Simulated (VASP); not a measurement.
A run of VASP 6.6.1:

File INCAR:

```
SYSTEM = KZrCl3
ALGO = Normal
EDIFF = 1E-6
ENCUT = 520
GGA = PE
ISIF = 2
ISMEAR = 0
LASPH = .TRUE.
LCHARG = .TRUE.
LELF = .TRUE.
LREAL = .FALSE.
LVHAR = .TRUE.
LWAVE = .FALSE.
NBANDS = 29
NELM = 100
PREC = Accurate
SIGMA = 0.1
```

KPOINTS

```
k-points
0
G
  8 8 8
  0 0 0
```

File POSCAR:

```
KZrCl3
1.0
    5.1209908896      0.0000000000      0.0000000000
    0.0000000000      5.1209908896      0.0000000000
    0.0000000000      0.0000000000      5.1209908896
K Zr Cl
1 1 3
Direct
    0.0000000000      0.0000000000      0.0000000000
    0.5000000000      0.5000000000      0.5000000000
    0.0000000000      0.5000000000      0.5000000000
    0.5000000000      0.5000000000      0.0000000000
    0.5000000000      0.0000000000      0.5000000000
```

Potentials or basis: VASP PAW PBE potentials, release 64 (K_sv, Zr_sv, Cl).

Run with:

```bash
$ cat potpaw_PBE.64/K_sv/POTCAR potpaw_PBE.64/Zr_sv/POTCAR potpaw_PBE.64/Cl/POTCAR > POTCAR
$ mpirun -np 1 vasp_std > vasp.out
```

Hardware: 1 thread of Intel(R) Xeon(R) Platinum 8259CL CPU @ 2.50GHz (Skylake/Cascade Lake) (shared host).

Q: Estimate the wall time of this run.

A: Wall time 110 s on 1 thread of Intel(R) Xeon(R) Platinum 8259CL CPU @ 2.50GHz (Skylake/Cascade Lake), with other jobs on the host, peak memory 0.32 GiB. Counts: scf iterations 14, k points 35.
